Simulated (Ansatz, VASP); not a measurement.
**Two plane-wave programs on Zn**

Contents of INCAR:

```
  ALGO = Fast
  EDIFF = 1E-7
  ENCUT = 520
  GGA = CA
  ISIF = 2
  ISMEAR = 0
  LASPH = True
  LCHARG = True
  LELF = True
  LREAL = False
  LVHAR = True
  LWAVE = False
  NBANDS = 12
  NELM = 60
  PREC = Accurate
  SIGMA = 0.15
```

File KPOINTS:

```
k-points
0
Gamma
  22 22 22
```

File POSCAR:

```
Zn
1.0
   -0.8919695124      1.5553585809      1.5553585809
    1.5553585809     -0.8919695124      1.5553585809
    1.5553585809      1.5553585809     -0.8919695124
Zn
1
Direct
    0.0000000000      0.0000000000      0.0000000000
```

Input for Ansatz:

```yaml
crystal:
  lattice:
    - [-0.8919695124, 1.5553585809, 1.5553585809]
    - [1.5553585809, -0.8919695124, 1.5553585809]
    - [1.5553585809, 1.5553585809, -0.8919695124]
  atoms:
    - { symbol: Zn, position: [0.0, 0.0, 0.0] }
basis:
  ecutwfc: 520.0
kpoints:
  mp_grid: { grid: [22, 22, 22] }
hamiltonian:
  xc: lda
  pseudopotentials: { kind: paw }
scf:
  occupations: { method: gaussian, width: 0.15 }
output:
  forces: true
  stress: true
  eigenvalues: true
  write_density: true
  write_potential: true
  elf: true
  volumetric_format: npy
```

Alike in both runs: task single point; functional LDA; k mesh 22 × 22 × 22; occupations gaussian, width 0.15 eV; no spin polarisation.

|  | VASP | Ansatz |
| --- | --- | --- |
| version | VASP 6.6.1 | Ansatz 0.2.0 |
| potentials or method | VASP PAW LDA potentials, release 64 (Zn), cutoff 520 eV | scalar-relativistic, plane waves, PAW |
| valence electrons in the cell | 12 | 12 |

```tsv
	VASP	Ansatz	Ansatz less VASP
gap on the k mesh at the Fermi level (eV)	none	none	-
pressure (GPa)	22.1	20.8	-1.29
traceless stress, the component that is largest in VASP (GPa)	-2.34	-2.28	+0.059
```

LDA's correlation is that of Perdew and Zunger in VASP and of Perdew and Wang (1992) in Ansatz. A gap of «none» marks a metal or a gap that the smearing closes.
